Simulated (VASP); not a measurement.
The system is SrO.

```
Sr O
1.0
     4.27003    0.00000    0.00000
    -2.13502    3.69796    0.00000
     0.00000    0.00000    5.14445
Sr O
2 2
Direct
  0.33333 0.66667 0.93750
  0.66667 0.33333 0.43750
  0.33333 0.66667 0.43750
  0.66667 0.33333 0.93750
```

Base run:

* Program: VASP 6.6.1
* Functional: PBE
* Potentials or basis: VASP PAW PBE potentials, release 64 (Sr_sv, O)
* Cutoff: 520 eV
* k mesh: 12 × 12 × 6
* Occupations: gaussian, width 0.01 eV
* Spin: no spin polarisation

Its results: band gap on the k mesh 2.64 eV, direct; pressure 1.7 GPa.

**Question.** The run is repeated on the same cell with these changes: functional from PBE to r2SCAN. What comes out?

**Answer.** Band gap on the k mesh 3.02 eV, direct; pressure 0.5 GPa.

r2SCAN gives the wider gap, since meta-GGAs in the generalised Kohn-Sham scheme recover part of the derivative discontinuity.

Caveats: the PAW data sets were made with another functional, which shifts forces and pressure a little (some runs).

A k mesh can miss the band edges.
